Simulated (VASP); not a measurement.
Write the native input for VASP 6.6.1 that does the following.

| Item | Value |
| --- | --- |
| Task | single point |
| Functional | PBEsol |
| Potentials or basis | VASP PAW PBE potentials, release 64 (Hf_pv, B) |
| Cutoff | 520 eV |
| k mesh | 14 × 14 × 14 |
| Occupations | gaussian, width 0.1 eV |
| Spin | no spin polarisation |
| Dipole correction | no |
| Further INCAR settings | ALGO = Normal; EDIFF = 1e-07; NBANDS = 14 |

The structure of HfB lies in POSCAR:

```
HfB
1.0
    0.0000000000      2.2264011000      2.2264011000
    2.3650011000      0.0000000000      2.2264011000
    2.3650011000      2.2264011000      0.0000000000
Hf B
1 1
Direct
    0.5000000000      0.5000000000      0.5000000000
    0.0000000000      0.0000000000      0.0000000000
```

This cell differs from its parent crystal: strained.

The input as run:

INCAR

```
  PREC = Accurate
  ENCUT = 520
  EDIFF = 1E-7
  ISMEAR = 0
  SIGMA = 0.1
  LREAL = False
  LASPH = True
  NELM = 60
  ALGO = Normal
  ISIF = 2
  LWAVE = False
  LCHARG = False
  GGA = PS
  NBANDS = 14
```

KPOINTS

```
Automatic mesh
0
Gamma
  14 14 14
```

Potentials or basis: VASP PAW PBE potentials, release 64 (Hf_pv, B).

Command:

```console
$ cat potpaw_PBE.64/Hf_pv/POTCAR potpaw_PBE.64/B/POTCAR > POTCAR
$ mpirun -np 1 vasp_std > vasp.out
```

It gave:

The pressure is 40.8 GPa.

Caveat: the cell differs from its parent crystal (strained); the PAW data sets were made with another functional, which shifts forces and pressure a little.

Wall time 57 s on 1 thread of AMD EPYC 7R13 Processor (Zen 3), on a shared host, peak memory 0.17 GiB.
